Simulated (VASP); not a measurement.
# Bi (C2/m) in VASP: a series of runs

Aim: see how the results for Bi move with the level of theory and the settings. Levels: PBEsol, PBE. Tasks: electric field gradients.

Everything below comes from runs of VASP 6.6.1. Logs are shortened: lines on timing, memory, paths and dates and some standing lists are left out, and cuts for length are marked.

### 1 The cell of the first run

Symmetry: C2/m, No. 12, monoclinic system. The conventional cell has a = 6.883 Å, b = 6.180 Å, c = 3.314 Å, α = 90.00°, β = 112.04°, γ = 90.00°. Bi (site symmetry m) has 9 Bi at 3.17 to 3.94 Å within 4.2 Å.

### 2 Electric field gradients, PBEsol (functional pbesol, volume scaled by 0.96)

The input, INCAR:

```
PREC = Accurate
ENCUT = 520
EDIFF = 1E-8
ISMEAR = -1
SIGMA = 0.05
LREAL = F
LASPH = T
NELM = 100
ALGO = Normal
ISIF = 2
LWAVE = F
LCHARG = F
GGA = PS
LEFG = T
NBANDS = 22
```

The input, KPOINTS:

```
Automatic mesh
0
Gamma
  9 9 13
```

The input, POSCAR:

```
Bi
1.0
    3.4414490040     -3.0902406750      0.0000000000
    3.4414490040      3.0902406750      0.0000000000
   -1.2432027094      0.0000000000      3.0714698416
Bi
2
Direct
    0.2469390000      0.2469390000      0.1426180000
    0.7530610000      0.7530610000      0.8573820000
```

Potentials or basis: VASP PAW PBE potentials, release 64 (Bi_d).

On the command line:

```
$ cat potpaw_PBE.64/Bi_d/POTCAR > POTCAR
$ mpirun -np 1 vasp_std > vasp.out
```

OUTCAR:

```text
PREC = Accurate
   ENCUT = 520
   EDIFF = 1E-8
   ISMEAR = -1
   LREAL = F
   LASPH = T
   NELM = 100
   ISIF = 2
   GGA = PS

 ion  position               nearest neighbor table
   1  0.247  0.247  0.143-   2 3.17   2 3.24   2 3.24   2 3.40   2 3.88   2 3.88
   2  0.753  0.753  0.857-   1 3.17   1 3.24   1 3.24   1 3.40   1 3.88   1 3.88

  LATTYP: Found a base centered monoclinic cell.
 ALAT       =     6.8828980080
 B/A-ratio  =     0.8979475423
 C/A-ratio  =     0.4814149259
 COS(beta)  =    -0.3751898342

  Lattice vectors:

 A1 = (   3.4414490040,  -3.0902406750,   0.0000000000)
 A2 = (   3.4414490040,   3.0902406750,   0.0000000000)
 A3 = (  -1.2432027094,   0.0000000000,   3.0714698416)

Analysis of symmetry for initial positions (statically):
=====================================================================
 Subroutine PRICEL returns:
 Original cell was already a primitive cell.

 Routine SETGRP: Setting up the symmetry group for a
 base centered monoclinic supercell.

 Subroutine GETGRP returns: Found  4 space group operations
 (whereof  4 operations were pure point group operations)
 out of a pool of  4 trial point group operations.

The static configuration has the point symmetry C_2h.

Analysis of symmetry for dynamics (positions and initial velocities):
=====================================================================
 Subroutine PRICEL returns:
 Original cell was already a primitive cell.

 Routine SETGRP: Setting up the symmetry group for a
 base centered monoclinic supercell.

 Subroutine GETGRP returns: Found  4 space group operations
 (whereof  4 operations were pure point group operations)
 out of a pool of  4 trial point group operations.

The dynamic configuration has the point symmetry C_2h.

 Subroutine INISYM returns: Found  4 space group operations
 (whereof  4 operations are pure point group operations),
 and found     1 'primitive' translations

----------------------------------------------------------------------------------------

                                     Primitive cell

  volume of cell :      65.3296

  direct lattice vectors                    reciprocal lattice vectors
     3.441449004 -3.090240675  0.000000000     0.145287639 -0.161799695  0.058806368
     3.441449004  3.090240675  0.000000000     0.145287639  0.161799695  0.058806368
    -1.243202709  0.000000000  3.071469842     0.000000000  0.000000000  0.325577021

  length of vectors
     4.625273903  4.625273903  3.313529835     0.225268347  0.225268347  0.325577021

  position of ions in fractional coordinates (direct lattice)
     0.246939000  0.246939000  0.142618000
     0.753061000  0.753061000  0.857382000

  ion indices of the primitive-cell ions
   primitive index   ion index
                 1           1
                 2           2

----------------------------------------------------------------------------------------

 KPOINTS: Automatic mesh

Automatic generation of k-mesh.
 Grid dimensions read from file:
 generate k-points for:    9    9   13

 Generating k-lattice:

  Cartesian coordinates                     Fractional coordinates (reciprocal lattice)
     0.016143071 -0.017977744  0.006534041     0.111111111 -0.000000000  0.000000000
     0.016143071  0.017977744  0.006534041    -0.000000000  0.111111111  0.000000000
     0.000000000  0.000000000  0.025044386     0.000000000  0.000000000  0.076923077

  Length of vectors
     0.025029816  0.025029816  0.025044386

  Shift w.r.t. Gamma in fractional coordinates (k-lattice)
     0.000000000  0.000000000  0.000000000

 Subroutine IBZKPT returns following result:
 ===========================================

 Found    295 irreducible k-points:

 Following reciprocal coordinates:
            Coordinates               Weight
  0.000000  0.000000  0.000000      1.000000
  0.111111  0.000000 -0.000000      4.000000
  0.222222 -0.000000 -0.000000      4.000000
  0.333333  0.000000 -0.000000      4.000000
  0.444444 -0.000000 -0.000000      4.000000
  0.111111  0.111111 -0.000000      2.000000
[... 16 lines left out ...]
 -0.333333  0.333333  0.000000      2.000000
  0.444444  0.444444 -0.000000      2.000000
 [... further k-points ...]
   k-points           NKPTS =    295   k-points in BZ     NKDIM =    295   number of bands    NBANDS=     22
   number of dos      NEDOS =    301   number of ions     NIONS =      2
   total plane-waves  NPLWV =  36288
   dimension x,y,z NGX =    36 NGY =   36 NGZ =   28
   dimension x,y,z NGXF=    72 NGYF=   72 NGZF=   56
   ions per type =               2
   NGX,Y,Z   is equivalent  to a cutoff of  12.94, 12.94, 14.05 a.u.
   NGXF,Y,Z  is equivalent  to a cutoff of  25.88, 25.88, 28.10 a.u.
 SYSTEM =  unknown system
   PREC   = accura    normal or accurate (medium, high low for compatibility)
   ISTART =      0    job   : 0-new  1-cont  2-samecut
   ICHARG =      2    charge: 1-file 2-atom 10-const
   ISPIN  =      1    spin polarized calculation?
   LNONCOLLINEAR =      F non collinear calculations
   LSORBIT =      F    spin-orbit coupling
   LASPH  =      T    aspherical Exc in radial PAW
   ENCUT  =  520.0 eV  38.22 Ry    6.18 a.u.   8.60  8.60  6.16*2*pi/ulx,y,z
   NELM   =    100;   NELMIN=  2; NELMDL= -5     # of ELM steps
   EDIFF  = 0.1E-07   stopping-criterion for ELM
   LREAL  =      F    real-space projection
   EDIFFG = 0.1E-06   stopping-criterion for IOM
   NSW    =      0    number of steps for IOM
   IBRION =     -1    ionic relax: 0-MD 1-quasi-New 2-CG
   NFREE  =      0    steps in history (QN), initial steepest desc. (CG)
   ISIF   =      2    stress and relaxation
   ISYM   =      2    0-nonsym 1-usesym 2-fastsym
   POTIM  = 0.5000    time-step for ionic-motion
   TEBEG  =    0.0;   TEEND  =   0.0 temperature during run
   PSTRESS=    0.0 pullay stress
   NELECT =      30.0000    total number of electrons
   NUPDOWN=      -1.0000    fix difference up-down
   EMIN   =  10.00;   EMAX   =-10.00  energy-range for DOS
   EFERMI =   0.00;   METHOD = LEGACY
   ISMEAR =    -1;   SIGMA  =   0.05  broadening in eV -4-tet -1-fermi 0-gaus
   EFERMI_NEDOS =   21; number of points for ismear=-14 and -15
   IALGO  =     38    algorithm
   IMIX   =      4    mixing-type and parameters
     AMIX     =   0.40;   BMIX     =  1.00
     AMIX_MAG =   1.60;   BMIX_MAG =  1.00
  volume/ion in A,a.u.               =      32.66       220.43
  Fermi-wavevector in a.u.,A,eV,Ry     =   1.263025  2.386771 21.704451  1.595232
  Thomas-Fermi vector in A             =   2.396403
   LORBIT       =      0    0 simple, 1 ext, 2 COOP (PROOUT), +10 PAW based schemes
   GGA     = PS    functional components
   LHFCALC =     F    Hartree Fock is set to
   AEXX    =    0.0000 exact exchange contribution
   IVDW    =     0    specifies the selected vdW correction
   LEPSILON=     F    determine dielectric tensor
   LRPA    =     F    only Hartree local field effects (RPA)
 non-spin polarized calculation
  energy-cutoff  :      520.00
  volume of cell :       65.33
 maximum number of plane-waves:      1785
   NGX = 17   NGY = 17   NGZ = 13

 number of electron      29.9999997 magnetization

 Free energy of the ion-electron system (eV)
  ---------------------------------------------------
  ext. energy  EPLUGINS =         0.00000000
  ---------------------------------------------------
  free energy    TOTEN  =        -8.56139809 eV

  energy without entropy =       -8.55183407  energy(sigma->0) =       -8.55661608

 E-fermi :   7.0579     XC(G=0): -10.1296

 val. band max:        7.0528900726   @ k =   0.2222   0.1111   0.3077
 cond. band min:       7.0601509234   @ k =  -0.2222   0.3333   0.4615
 fundamental gap:      0.0072608508
 Fermi energy:         7.0578940177

 k-point     1 :       0.0000    0.0000    0.0000
  band No.  band energies     occupation
      1     -15.8567      2.00000
      2     -15.8241      2.00000
      3     -15.7763      2.00000
      4     -15.7453      2.00000
      5     -15.6490      2.00000
      6     -15.6249      2.00000
[... 14 lines left out ...]
     21      15.4643      0.00000
     22      15.9672      0.00000

 k-point     2 :       0.1111    0.0000   -0.0000
  band No.  band energies     occupation
      1     -15.8489      2.00000
      2     -15.8250      2.00000
      3     -15.7786      2.00000
      4     -15.7392      2.00000
      5     -15.6473      2.00000
      6     -15.6272      2.00000
[... 14 lines left out ...]
     21      15.6573      0.00000
     22      16.1881      0.00000

 k-point     3 :       0.2222   -0.0000   -0.0000
  band No.  band energies     occupation
      1     -15.8318      2.00000
      2     -15.8232      2.00000
      3     -15.7828      2.00000
      4     -15.7222      2.00000
      5     -15.6471      2.00000
      6     -15.6298      2.00000
[... 14 lines left out ...]
     21      16.0452      0.00000
     22      16.8843      0.00000

 k-point     4 :       0.3333    0.0000   -0.0000
  band No.  band energies     occupation
      1     -15.8317      2.00000
      2     -15.8065      2.00000
      3     -15.7742      2.00000
      4     -15.6972      2.00000
      5     -15.6588      2.00000
      6     -15.6259      2.00000
[... 14 lines left out ...]
     21      16.3546      0.00000
     22      17.4497      0.00000

 k-point     5 :       0.4444   -0.0000   -0.0000
  band No.  band energies     occupation
      1     -15.8332      2.00000
      2     -15.8050      2.00000
      3     -15.7447      2.00000
      4     -15.6800      2.00000
      5     -15.6701      2.00000
      6     -15.6284      2.00000
[... 417 lines left out ...]
 k-point    22 :      -0.4444    0.3333    0.0000
  band No.  band energies     occupation
      1     -15.8364      2.00000
      2     -15.8181      2.00000
      3     -15.7028      2.00000
      4     -15.6496      2.00000
      5     -15.6409      2.00000
      6     -15.6355      2.00000
[... 14 lines left out ...]
     21      16.5269      0.00000
     22      17.0906      0.00000

 k-point    23 :      -0.3333    0.3333    0.0000
  band No.  band energies     occupation
      1     -15.8376      2.00000
      2     -15.8157      2.00000
      3     -15.7348      2.00000
      4     -15.6645      2.00000
      5     -15.6332      2.00000
      6     -15.6304      2.00000
[... 14 lines left out ...]
     21      16.3180      0.00000
     22      16.4220      0.00000

 k-point    24 :       0.4444    0.4444   -0.0000
  band No.  band energies     occupation
      1     -15.8355      2.00000
      2     -15.8199      2.00000
      3     -15.6558      2.00000
      4     -15.6477      2.00000
      5     -15.6435      2.00000
      6     -15.6387      2.00000
[... 14 lines left out ...]
     21      17.1011      0.00000
     22      17.7733      0.00000

 [... further k-points ...]
[... 5 lines left out ...]
  --------------------------------------------------------------------------------------
  -------------------------------------------------------------------------------------
  Total       -0.1741823     -0.2534803     -0.2272587      0.0000000      0.0000000     -0.0188022
  in kB       -4.2717402     -6.2164852     -5.5734130      0.0000000      0.0000000     -0.4611161
  external PRESSURE =      -5.3538795 kB  Pullay stress =       0.0000000 kB

 VOLUME and BASIS-vectors are now :
 -----------------------------------------------------------------------------
  energy-cutoff  :      520.00
  volume of cell :       65.33
      direct lattice vectors                 reciprocal lattice vectors
     3.441449004 -3.090240675  0.000000000     0.145287639 -0.161799695  0.058806368
     3.441449004  3.090240675  0.000000000     0.145287639  0.161799695  0.058806368
    -1.243202709  0.000000000  3.071469842     0.000000000  0.000000000  0.325577021

 POSITION                                       TOTAL-FORCE (eV/Angst)
 -----------------------------------------------------------------------------------
      1.52235      0.00000      0.43805        -0.003900      0.000000      0.000100
      4.11734      0.00000      2.63342         0.003900      0.000000     -0.000100
 -----------------------------------------------------------------------------------
    total drift:                               -0.000000      0.000000      0.000000

  FREE ENERGIE OF THE ION-ELECTRON SYSTEM (eV)
  ---------------------------------------------------
  free  energy   TOTEN  =        -8.5613980873 eV

  energy  without entropy=       -8.5518340722  energy(sigma->0) =       -8.55661608

 Electric field gradients (V/A^2)
---------------------------------------------------------------------
 ion       V_xx      V_yy      V_zz      V_xy      V_xz      V_yz
---------------------------------------------------------------------
   1     -86.577    21.398    65.178    -0.000   -57.718     0.000
   2     -86.577    21.398    65.178     0.000   -57.718     0.000
---------------------------------------------------------------------

 Electric field gradients after diagonalization (V/A^2)
 (convention: |V_zz| > |V_xx| > |V_yy|)
----------------------------------------------------------------------
 ion       V_xx      V_yy      V_zz     asymmetry (V_yy - V_xx)/ V_zz
----------------------------------------------------------------------
   1      84.636    21.398  -106.034       0.596
   2      84.636    21.398  -106.034       0.596
----------------------------------------------------------------------

           NMR quadrupolar parameters

 Cq : quadrupolar parameter    Cq=e*Q*V_zz/h
 eta: asymmetry parameters     (V_yy - V_xx)/ V_zz
 Q  : nuclear electric quadrupole moment in mb (millibarn)
----------------------------------------------------------------------
 ion       Cq(MHz)       eta       Q (mb)
----------------------------------------------------------------------
   1      -0.256       0.596       1.000
   2      -0.256       0.596       1.000
----------------------------------------------------------------------
```

Run time: 4.8 min. Hardware: 1 thread of Intel Xeon Platinum 8259CL at 2.50GHz (Skylake/Cascade Lake), shared host; peak memory 0.43 GiB.

What came out:

```yaml
Free_energy: -8.5614 eV
Pressure: -0.5 GPa
Largest_force: 0.004 eV/Å
Band_gap_on_the_k_mesh: zero (band 15 reaches 10.37 eV, above the bottom of band 16 at 5.18 eV)
```

Forces on the atoms (eV/Å):
```
Bi  -0.004  0.000  0.000
Bi   0.004  0.000  0.000
```

Stress tensor (GPa, compression positive):
```
-0.43  0.00 -0.05
 0.00 -0.62  0.00
-0.05  0.00 -0.56
```

Electric field gradients, principal values (V/Å²):
| atom | least | middle | greatest (by size) |
| --- | --- | --- | --- |
| 1 Bi | 21.398 | 84.636 | -106.034 |
| 2 Bi | 21.398 | 84.636 | -106.034 |

Caveat: without QUAD_EFG the Cq values of the log hold for a quadrupole moment of 1 mb, not for the nuclei; the PAW data sets were made with another functional, which shifts forces and pressure a little; spin-orbit coupling is left out, which moves the levels of the heavy elements.

(Continued in part 2 of 2.)
